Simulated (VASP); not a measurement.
# Mo (Im-3m) in VASP: further runs

Mo is run at these levels: PBE; tasks: single point.

Program: VASP 6.6.1. These are calculated values, not measurements. Logs are shortened: lines on timing, memory, paths and dates and some standing lists are left out, and cuts for length are marked.

## (1) The cell of the first run

The structure is cubic, space group Im-3m (No. 229). Conventional cell: a = 3.168 Å, b = 3.168 Å, c = 3.168 Å, α = 90.00°, β = 90.00°, γ = 90.00°. Mo (site symmetry m-3m) has 14 Mo at 2.74 to 3.17 Å within 3.6 Å.

## (2) Single point, PBE

Contents of INCAR:

```
SYSTEM = Mo
PREC = Accurate
ENCUT = 500
EDIFF = 1E-6
ISMEAR = -1
SIGMA = 0.03
LREAL = .FALSE.
LASPH = .TRUE.
NELM = 120
ALGO = Normal
ISIF = 2
LWAVE = .FALSE.
LCHARG = .TRUE.
GGA = PE
LELF = .TRUE.
LVHAR = .TRUE.
NBANDS = 13
GGA_COMPAT = .FALSE.
```

Contents of KPOINTS:

```
Automatic mesh
0
G
  5 5 5
  0 0 0
```

Contents of POSCAR:

```
Mo
1.0
   -1.5838089719      1.5838089719      1.5838089719
    1.5838089719     -1.5838089719      1.5838089719
    1.5838089719      1.5838089719     -1.5838089719
Mo
1
Direct
    0.0000000000      0.0000000000      0.0000000000
```

Potentials or basis: VASP PAW PBE potentials, release 64 (Mo_sv).

Started as:

```
cat potpaw_PBE.64/Mo_sv/POTCAR > POTCAR
mpirun -np 1 vasp_std > vasp.out
```

OUTCAR:

```text
SYSTEM = Mo
   PREC = Accurate
   ENCUT = 500
   EDIFF = 1E-6
   ISMEAR = -1
   LREAL = .FALSE.
   LASPH = .TRUE.
   NELM = 120
   ISIF = 2
   GGA = PE

 ion  position               nearest neighbor table
   1  0.000  0.000  0.000-

  LATTYP: Found a body centered cubic cell.
 ALAT       =     3.1676179438

  Lattice vectors:

 A1 = (  -1.5838089719,   1.5838089719,   1.5838089719)
 A2 = (   1.5838089719,  -1.5838089719,   1.5838089719)
 A3 = (   1.5838089719,   1.5838089719,  -1.5838089719)

Analysis of symmetry for initial positions (statically):
=====================================================================
 Subroutine PRICEL returns:
 Original cell was already a primitive cell.

 Routine SETGRP: Setting up the symmetry group for a
 body centered cubic supercell.

 Subroutine GETGRP returns: Found 48 space group operations
 (whereof 48 operations were pure point group operations)
 out of a pool of 48 trial point group operations.

The static configuration has the point symmetry O_h .

Analysis of symmetry for dynamics (positions and initial velocities):
=====================================================================
 Subroutine PRICEL returns:
 Original cell was already a primitive cell.

 Routine SETGRP: Setting up the symmetry group for a
 body centered cubic supercell.

 Subroutine GETGRP returns: Found 48 space group operations
 (whereof 48 operations were pure point group operations)
 out of a pool of 48 trial point group operations.

The dynamic configuration has the point symmetry O_h .

 Subroutine INISYM returns: Found 48 space group operations
 (whereof 48 operations are pure point group operations),
 and found     1 'primitive' translations

----------------------------------------------------------------------------------------

                                     Primitive cell

  volume of cell :      15.8916

  direct lattice vectors                    reciprocal lattice vectors
    -1.583808972  1.583808972  1.583808972     0.000000000  0.315694638  0.315694638
     1.583808972 -1.583808972  1.583808972     0.315694638  0.000000000  0.315694638
     1.583808972  1.583808972 -1.583808972     0.315694638  0.315694638  0.000000000

  length of vectors
     2.743237609  2.743237609  2.743237609     0.446459639  0.446459639  0.446459639

  position of ions in fractional coordinates (direct lattice)
     0.000000000  0.000000000  0.000000000

  ion indices of the primitive-cell ions
   primitive index   ion index
                 1           1

----------------------------------------------------------------------------------------

 KPOINTS: Automatic mesh

Automatic generation of k-mesh.
 Grid dimensions read from file:
 generate k-points for:    5    5    5

 Generating k-lattice:

  Cartesian coordinates                     Fractional coordinates (reciprocal lattice)
     0.000000000  0.063138928  0.063138928     0.200000000  0.000000000  0.000000000
     0.063138928  0.000000000  0.063138928     0.000000000  0.200000000  0.000000000
     0.063138928  0.063138928  0.000000000     0.000000000  0.000000000  0.200000000

  Length of vectors
     0.089291928  0.089291928  0.089291928

  Shift w.r.t. Gamma in fractional coordinates (k-lattice)
     0.000000000  0.000000000  0.000000000

 Subroutine IBZKPT returns following result:
 ===========================================

 Found     10 irreducible k-points:

 Following reciprocal coordinates:
            Coordinates               Weight
  0.000000  0.000000  0.000000      1.000000
  0.200000  0.000000  0.000000     12.000000
  0.400000  0.000000  0.000000     12.000000
  0.200000  0.200000  0.000000     24.000000
  0.400000  0.200000  0.000000     24.000000
  0.200000  0.200000  0.200000      8.000000
 -0.200000  0.200000  0.200000      6.000000
 -0.400000  0.400000  0.200000     24.000000
 -0.400000 -0.400000  0.200000      8.000000
 -0.400000  0.400000  0.400000      6.000000
   k-points           NKPTS =     10   k-points in BZ     NKDIM =     10   number of bands    NBANDS=     13
   number of dos      NEDOS =    301   number of ions     NIONS =      1
   total plane-waves  NPLWV =   8000
   dimension x,y,z NGX =    20 NGY =   20 NGZ =   20
   dimension x,y,z NGXF=    40 NGYF=   40 NGZF=   40
   ions per type =               1
   NGX,Y,Z   is equivalent  to a cutoff of  12.12, 12.12, 12.12 a.u.
   NGXF,Y,Z  is equivalent  to a cutoff of  24.24, 24.24, 24.24 a.u.
 SYSTEM =  Mo
   PREC   = accura    normal or accurate (medium, high low for compatibility)
   ISTART =      0    job   : 0-new  1-cont  2-samecut
   ICHARG =      2    charge: 1-file 2-atom 10-const
   ISPIN  =      1    spin polarized calculation?
   LNONCOLLINEAR =      F non collinear calculations
   LSORBIT =      F    spin-orbit coupling
   LASPH  =      T    aspherical Exc in radial PAW
   ENCUT  =  500.0 eV  36.75 Ry    6.06 a.u.   5.00  5.00  5.00*2*pi/ulx,y,z
   NELM   =    120;   NELMIN=  2; NELMDL= -5     # of ELM steps
   EDIFF  = 0.1E-05   stopping-criterion for ELM
   LREAL  =      F    real-space projection
   EDIFFG = 0.1E-04   stopping-criterion for IOM
   NSW    =      0    number of steps for IOM
   IBRION =     -1    ionic relax: 0-MD 1-quasi-New 2-CG
   NFREE  =      0    steps in history (QN), initial steepest desc. (CG)
   ISIF   =      2    stress and relaxation
   ISYM   =      2    0-nonsym 1-usesym 2-fastsym
   POTIM  = 0.5000    time-step for ionic-motion
   TEBEG  =    0.0;   TEEND  =   0.0 temperature during run
   PSTRESS=    0.0 pullay stress
   NELECT =      14.0000    total number of electrons
   NUPDOWN=      -1.0000    fix difference up-down
   EMIN   =  10.00;   EMAX   =-10.00  energy-range for DOS
   EFERMI =   0.00;   METHOD = LEGACY
   ISMEAR =    -1;   SIGMA  =   0.03  broadening in eV -4-tet -1-fermi 0-gaus
   EFERMI_NEDOS =   21; number of points for ismear=-14 and -15
   IALGO  =     38    algorithm
   IMIX   =      4    mixing-type and parameters
     AMIX     =   0.40;   BMIX     =  1.00
     AMIX_MAG =   1.60;   BMIX_MAG =  1.00
  volume/ion in A,a.u.               =      15.89       107.24
  Fermi-wavevector in a.u.,A,eV,Ry     =   1.569380  2.965698 33.510508  2.462953
  Thomas-Fermi vector in A             =   2.671271
   LORBIT       =      0    0 simple, 1 ext, 2 COOP (PROOUT), +10 PAW based schemes
   GGA     = PE    functional components
   LHFCALC =     F    Hartree Fock is set to
   AEXX    =    0.0000 exact exchange contribution
   IVDW    =     0    specifies the selected vdW correction
   LEPSILON=     F    determine dielectric tensor
   LRPA    =     F    only Hartree local field effects (RPA)
 non-spin polarized calculation
  energy-cutoff  :      500.00
  volume of cell :       15.89
 maximum number of plane-waves:       413
   NGX =  9   NGY =  9   NGZ =  9

 number of electron      14.0000005 magnetization

 Free energy of the ion-electron system (eV)
  ---------------------------------------------------
  ext. energy  EPLUGINS =         0.00000000
  ---------------------------------------------------
  free energy    TOTEN  =       -10.96232479 eV

  energy without entropy =      -10.95322836  energy(sigma->0) =      -10.95777658

 E-fermi :  12.5502     XC(G=0): -13.2834

 val. band max:       12.5025009403   @ k =  -0.2000   0.2000   0.2000
 cond. band min:      12.5938390617   @ k =  -0.4000   0.4000   0.2000
 fundamental gap:      0.0913381214
 Fermi energy:        12.5502231677

 k-point     1 :       0.0000    0.0000    0.0000
  band No.  band energies     occupation
      1     -48.8584      2.00000
      2     -22.1674      2.00000
      3     -22.1674      2.00000
      4     -22.1674      2.00000
      5       5.1502      2.00000
      6      11.0489      2.00000
      7      11.0489      2.00000
      8      11.0489      2.00000
      9      14.0108      0.00000
     10      14.0108      0.00000
     11      27.1313      0.00000
     12      27.1313      0.00000
     13      27.1313      0.00000

 k-point     2 :       0.2000    0.0000    0.0000
  band No.  band energies     occupation
      1     -48.7738      2.00000
      2     -22.6495      2.00000
      3     -22.3182      2.00000
      4     -22.1710      2.00000
      5       6.6205      2.00000
      6      10.2509      2.00000
      7      10.7953      2.00000
      8      12.6098      0.24153
      9      13.4196      0.00000
     10      14.0905      0.00000
     11      27.5506      0.00000
     12      28.7867      0.00000
     13      29.8503      0.00000

 k-point     3 :       0.4000    0.0000    0.0000
  band No.  band energies     occupation
      1     -48.6339      2.00000
      2     -23.3826      2.00000
      3     -22.5543      2.00000
      4     -22.1771      2.00000
      5       7.2696      2.00000
      6       9.2045      2.00000
      7      12.7411      0.00345
      8      14.0583      0.00000
      9      14.5268      0.00000
     10      16.1407      0.00000
     11      24.8445      0.00000
     12      24.9547      0.00000
     13      30.9256      0.00000
[... 81 lines left out ...]
 k-point     9 :      -0.4000   -0.4000    0.2000
  band No.  band energies     occupation
      1     -48.5157      2.00000
      2     -23.1323      2.00000
      3     -23.1323      2.00000
      4     -22.5763      2.00000
      5       8.6326      2.00000
      6       8.6326      2.00000
      7      10.7085      2.00000
      8      14.9148      0.00000
      9      14.9148      0.00000
     10      22.6495      0.00000
     11      22.7778      0.00000
     12      22.7778      0.00000
     13      31.6849      0.00000

 k-point    10 :      -0.4000    0.4000    0.4000
  band No.  band energies     occupation
      1     -48.4692      2.00000
      2     -23.0878      2.00000
      3     -22.9987      2.00000
      4     -22.9987      2.00000
      5       7.4967      2.00000
      6       7.7272      2.00000
      7      14.5403      0.00000
      8      14.5403      0.00000
      9      15.5947      0.00000
     10      19.3037      0.00000
     11      23.9729      0.00000
     12      23.9729      0.00000
     13      30.6401      0.00000

------------------------ aborting loop because EDIFF is reached ----------------------------------------

  FORCE on cell =-STRESS in cart. coord.  units (eV):
  Direction    XX          YY          ZZ          XY          YZ          ZX
  --------------------------------------------------------------------------------------
  -------------------------------------------------------------------------------------
  Total       -0.3508419     -0.3508419     -0.3508419     -0.0000000     -0.0000000      0.0000000
  in kB      -35.3715176    -35.3715176    -35.3715176     -0.0000000     -0.0000000      0.0000000
  external PRESSURE =     -35.3715176 kB  Pullay stress =       0.0000000 kB

 VOLUME and BASIS-vectors are now :
 -----------------------------------------------------------------------------
  energy-cutoff  :      500.00
  volume of cell :       15.89
      direct lattice vectors                 reciprocal lattice vectors
    -1.583808972  1.583808972  1.583808972     0.000000000  0.315694638  0.315694638
     1.583808972 -1.583808972  1.583808972     0.315694638  0.000000000  0.315694638
     1.583808972  1.583808972 -1.583808972     0.315694638  0.315694638  0.000000000

 POSITION                                       TOTAL-FORCE (eV/Angst)
 -----------------------------------------------------------------------------------
      0.00000      0.00000      0.00000        -0.000000      0.000000      0.000000
 -----------------------------------------------------------------------------------
    total drift:                                0.000000     -0.000000      0.000000

  FREE ENERGIE OF THE ION-ELECTRON SYSTEM (eV)
  ---------------------------------------------------
  free  energy   TOTEN  =       -10.9623247929 eV

  energy  without entropy=      -10.9532283594  energy(sigma->0) =      -10.95777658
```

Wall time 7.2 s (1 thread of Intel Xeon 8259CL, shared host); peak memory 0.12 GiB.

What came out:

- Free energy: -10.9623 eV
- Pressure: -3.5 GPa
- Band gap on the k mesh: zero (band 7 reaches 14.54 eV, above the bottom of band 8 at 11.05 eV)

Caveat: the k points lie up to 0.56 Å⁻¹ apart.

## (3) Single point, PBE

Contents of INCAR:

```
ALGO     = Normal         # electronic algorithm
EDIFF    = 1E-6           # SCF threshold, eV
ENCUT    = 500            # plane-wave cutoff, eV
GGA      = PE             # functional
GGA_COMPAT= F            
ISIF     = 2              # what is computed and relaxed
ISMEAR   = 0              # smearing method
LASPH    = T              # aspherical terms in the spheres
LCHARG   = T              # write CHGCAR
LELF     = T              # ELF
LREAL    = F              # projectors in reciprocal space
LVHAR    = T            
LWAVE    = F              # write WAVECAR
NBANDS   = 13             # bands
NELM     = 120            # most SCF steps
PREC     = Accurate       # precision mode
SIGMA    = 0.019000000000000003 # smearing width, eV
```

Contents of KPOINTS:

```
k-points
0
Gamma
  12 12 12
```

POSCAR is that of step 2.

Potentials or basis: VASP PAW PBE potentials, release 64 (Mo_sv).

Started as:

```
cat potpaw_PBE.64/Mo_sv/POTCAR > POTCAR
mpirun -np 1 vasp_std > vasp.out
```

It took 24 s on 1 thread of AMD EPYC 7R13, shared host; peak memory 0.1 GiB.

It converged, with:

| Quantity | Value |
| --- | --- |
| Free energy | -10.9498 eV |
| Pressure | -1.4 GPa |
| Band gap on the k mesh | zero (band 7 reaches 16.22 eV, above the bottom of band 8 at 11.00 eV) |

Levels at points of the mesh, in eV from the Fermi level:
```csv
k point,band 5,band 6,band 7,band 8,band 9,band 10
"(0.00, 0.00, 0.00)",-7.13,-1.28,-1.28,-1.28,1.69,1.69
"(0.50, 0.00, 0.00)",-5.17,-3.27,1.62,1.71,2.32,4.68
"(0.50, 0.50, 0.50)",-5.26,-5.26,3.94,3.94,3.94,8.99
```
